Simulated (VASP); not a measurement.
Here is a VASP 6.6.1 calculation.

The input INCAR:

```
SYSTEM = SiO2
ALGO = Normal
EDIFF = 1E-6
ENCUT = 520
GGA = PE
ISIF = 2
ISMEAR = 0
LASPH = .True.
LCHARG = .True.
LELF = .True.
LREAL = .False.
LVHAR = .True.
LWAVE = .False.
NBANDS = 34
NELM = 80
PREC = Accurate
SIGMA = 0.05
```

File KPOINTS:

```
k-points
0
Gamma
  6 6 4
  0 0 0
```

POSCAR

```
SiO2
1.0
    5.2585392688      0.0000000000      0.0000000000
   -2.6292696344      4.5540285936      0.0000000000
    0.0000000000      0.0000000000      5.6688224979
Si O
3 6
Direct
    0.0000000000      0.5000000000      0.3333333333
    0.5000000000      0.5000000000      0.6666666667
    0.5000000000      0.0000000000      0.0000000000
    0.5839605948      0.7919802974      0.8333333333
    0.7919802974      0.5839605948      0.5000000000
    0.7919802974      0.2080197026      0.1666666667
    0.4160394052      0.2080197026      0.8333333333
    0.2080197026      0.4160394052      0.5000000000
    0.2080197026      0.7919802974      0.1666666667
```

Potentials or basis: VASP PAW PBE potentials, release 64 (Si, O).

Launch:

```sh
$ cat potpaw_PBE.64/Si/POTCAR potpaw_PBE.64/O/POTCAR > POTCAR
$ mpirun -np 1 vasp_std > vasp.out
```

Task: Predict the band gap on the k mesh.

Result: 4.98 eV (least direct gap 5.17 eV).

Task: What does it give for the pressure?

Result: -11.0 GPa.

Forces on the atoms (eV/Å):
```
Si   0.000  0.000  0.000
Si   0.000  0.000  0.000
Si   0.000  0.000  0.000
O   -0.434 -0.250  0.000
O    0.000 -0.501  0.000
O   -0.434  0.250  0.000
O    0.434  0.250  0.000
O    0.000  0.501  0.000
O    0.434 -0.250  0.000
```

Caveat: the cell differs from its parent crystal (strain +0.030 along x and y, +0.015 along z); the cell stands under tension. A k mesh can miss the band edges.
